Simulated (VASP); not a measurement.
A run of VASP 6.6.1:

The input INCAR:

```
SYSTEM = LaAs
PREC = Accurate ; ENCUT = 520
EDIFF = 1E-6 ; ISMEAR = -1
SIGMA = 0.05 ; LREAL = .False.
LASPH = .True. ; NELM = 80
ALGO = Normal ; ISIF = 2
LWAVE = .False. ; LCHARG = .False.
GGA = PS ; NBANDS = 15
```

Contents of KPOINTS:

```
Automatic mesh
0
Gamma
  12 12 12
  0 0 0
```

POSCAR

```
LaAs
1.0
    0.0000000000      3.0318750000      3.0625000000
    3.0318750000      0.0000000000      3.0625000000
    3.0318750000      3.0318750000      0.0000000000
La As
1 1
Direct
    0.0000000000      0.0000000000      0.0000000000
    0.5000000000      0.5000000000      0.5000000000
```

Potentials or basis: VASP PAW PBE potentials, release 64 (La, As).

Launch:

```console
$ cat potpaw_PBE.64/La/POTCAR potpaw_PBE.64/As/POTCAR > POTCAR
$ mpirun -np 1 vasp_std > vasp.out
```

Hardware: 1 thread of AMD EPYC 9R45 96-Core Processor (Zen 5) (shared host).

Q: How long does it take, and how much memory?

A: Wall time 2.5 min on 1 thread of AMD EPYC 9R45 96-Core Processor (Zen 5) (shared host), peak memory 0.29 GiB. Counts: scf iterations 15, k points 163.
